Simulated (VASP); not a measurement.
Here is a VASP 6.6.1 calculation.

Contents of POSCAR:

```
NaCl
1.0
    0.0000000000      2.8026988303      2.8026988303
    2.8026988303      0.0000000000      2.8026988303
    2.8026988303      2.8026988303      0.0000000000
Na Cl
1 1
Direct
    0.0000000000      0.0000000000      0.0000000000
    0.5000000000      0.5000000000      0.5000000000
```

The input INCAR.step1:

```
SYSTEM = NaCl
PREC = Accurate ; ENCUT = 520
EDIFF = 1E-5 ; ISMEAR = 0
SIGMA = 0.01 ; LREAL = .FALSE.
LASPH = .TRUE. ; NELM = 60
ALGO = Normal ; ISIF = 2
LWAVE = .TRUE. ; GGA = PE
NBANDS = 14
```

INCAR.step2

```
SYSTEM = NaCl
PREC = Accurate ; ENCUT = 520
EDIFF = 1E-7 ; ISMEAR = 0
SIGMA = 0.01 ; LREAL = .FALSE.
LASPH = .TRUE. ; NELM = 60
ALGO = Normal ; ISIF = 2
LWAVE = .FALSE. ; LCHARG = .TRUE.
GGA = PE ; LHFCALC = .TRUE.
AEXX = 0.2 ; HFSCREEN = 0.2078
PRECFOCK = Normal ; LELF = .TRUE.
LVHAR = .TRUE. ; ISTART = 1
NBANDS = 14
```

The input KPOINTS:

```
Automatic mesh
0
G
  4 4 4
  0 0 0
```

Potentials or basis: VASP PAW PBE potentials, release 64 (Na_pv, Cl).

Launch:

```bash
$ cat potpaw_PBE.64/Na_pv/POTCAR potpaw_PBE.64/Cl/POTCAR > POTCAR
$ cp INCAR.step1 INCAR
$ mpirun -np 1 vasp_std > vasp.out
$ cp INCAR.step2 INCAR
$ mpirun -np 1 vasp_std > vasp.out
```

Q: Estimate the band gap on the k mesh.

A: 6.27 eV.

Q: What does it give for the pressure?

A: 0.8 GPa.

Caveat: the k points lie up to 0.49 Å⁻¹ apart; the PAW data sets were made with another functional, which shifts forces and pressure a little.
